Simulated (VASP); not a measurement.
Write the native input for VASP 6.6.1 that does the following.

```yaml
Task: molecular dynamics
Functional: PBE
Dispersion: D3(BJ)
Potentials_or_basis: VASP PAW PBE potentials, release 64 (Li_sv, S, Na_pv)
Cutoff: 550 eV
k_mesh: 1 × 1 × 1, shifted
Occupations: fermi-dirac, width 0.05 eV
Spin: no spin polarisation
Dipole_correction: no
Further_INCAR_settings: PREC = Normal; LREAL = Auto; ALGO = Normal; EDIFF = 1e-05; ISYM = -1; MAXMIX = 40; IBRION = 0; POTIM = 1.5; NSW = 40
```

The structure of NaLi3S2 lies in POSCAR:

```
NaLi3S2
1.0
    7.4298500000      0.0771240000      0.0832730000
    0.0771240000      7.6507920000      0.0452550000
    0.0832730000      0.0452550000      7.3555290000
Li S Na
12 8 4
Direct
    0.0614320615      0.6893841245      0.3598362640
    0.2254848460      0.9175220269      0.5744314600
    0.3401370990      0.0588196700      0.8743574306
    0.5290211892      0.7106152229      0.4216498814
    0.0805573756      0.3558997064      0.8276526198
    0.3018916271      0.2999865314      0.5919189820
    0.4073572361      0.6073796153      0.6763465977
    0.3037549097      0.4717208373      0.1619652584
    0.5057782380      0.0601625229      0.3571702147
    0.8874248255      0.3976176883      0.4845649653
    0.6618810181      0.1996283455      0.6695755020
    0.0751952168      0.0559102384      0.2473990004
    0.0920010200      0.6013701372      0.6316063195
    0.3361067763      0.8208810944      0.1849012578
    0.5254785118      0.9441152059      0.6637855981
    0.0137340651      0.1498242103      0.6295598967
    0.0184578737      0.3827782254      0.1531908508
    0.4827204691      0.3591108735      0.8858440922
    0.8137935343      0.8560193725      0.1608173488
    0.5650436908      0.4004044359      0.4026832851
    0.8634826051      0.8849230067      0.7801298790
    0.0789340875      0.6983499994      0.9970427008
    0.7024278174      0.5651786624      0.1127002770
    0.7143511303      0.1525961014      0.0970236934
```

The input as run:

INCAR

```
SYSTEM = NaLi3S2
PREC = Normal
ENCUT = 550
EDIFF = 1E-5
ISMEAR = -1
SIGMA = 0.05
LREAL = Auto
LASPH = .True.
NELM = 120
ALGO = Normal
ISIF = 2
LWAVE = .False.
LCHARG = .False.
GGA = PE
IVDW = 12
ISYM = -1
IBRION = 0
NSW = 40
POTIM = 1.5
TEBEG = 300.0
TEEND = 300.0
NELMIN = 4
RANDOM_SEED = 93647 0 0
MDALGO = 3
LANGEVIN_GAMMA = 15 15 15
GGA_COMPAT = .False.
MAXMIX = 40
```

KPOINTS

```
explicit points
1
Reciprocal
  0.25000000   0.25000000   0.25000000 1
```

Potentials or basis: VASP PAW PBE potentials, release 64 (Li_sv, S, Na_pv).

Run with:

```console
$ cat potpaw_PBE.64/Li_sv/POTCAR potpaw_PBE.64/S/POTCAR potpaw_PBE.64/Na_pv/POTCAR > POTCAR
$ mpirun -np 1 vasp_std > vasp.out
```

It gave:

```
Dispersion energy per atom : -0.253 eV
```

It took 6.2 min on 1 thread of Intel(R) Xeon(R) 6975P-C (Granite Rapids), with other jobs on the host, peak memory 0.39 GiB.
